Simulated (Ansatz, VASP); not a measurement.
Nb2SiO2: VASP beside Ansatz

```
Nb Si O
1.0
    -1.39569    1.39569    8.37493
     1.39569   -1.39569    8.37493
     1.39569    1.39569   -8.37493
Nb Si O
2 1 2
Direct
  0.67873 0.67873 0.00000
  0.32127 0.32127 0.00000
  0.00000 0.00000 0.00000
  0.11614 0.11614 0.00000
  0.88386 0.88386 0.00000
```

Alike in both runs: functional PBE; k mesh 5 × 5 × 5; occupations gaussian, width 0.15 eV; no spin polarisation.

Ansatz relaxed the structure, and its values are those at the end. VASP's run is a single point on that final structure, the one shown.

```csv
,VASP,Ansatz
version,VASP 6.6.1,Ansatz 0.2.0
potentials or method,"VASP PAW PBE potentials, release 64 (Nb_sv, Si, O), cutoff 600 eV","scalar-relativistic, plane waves, PAW"
valence electrons in the cell,42,42
```

VASP gave:

- gap on the k mesh at the Fermi level (eV): none
- pressure (GPa): -0.4
- rms of the force components (eV/Å): 0.014

Problem. Which values does Ansatz return?

Solution. gap on the k mesh at the Fermi level (eV): none; pressure (GPa): -0.1; rms of the force components (eV/Å): 0.007.

A gap of «none» marks a metal or a gap that the smearing closes. With one functional, cell and mesh, what is left measures potentials, basis and numerics.

The k mesh is coarse, so the values compare programs but aren't converged.
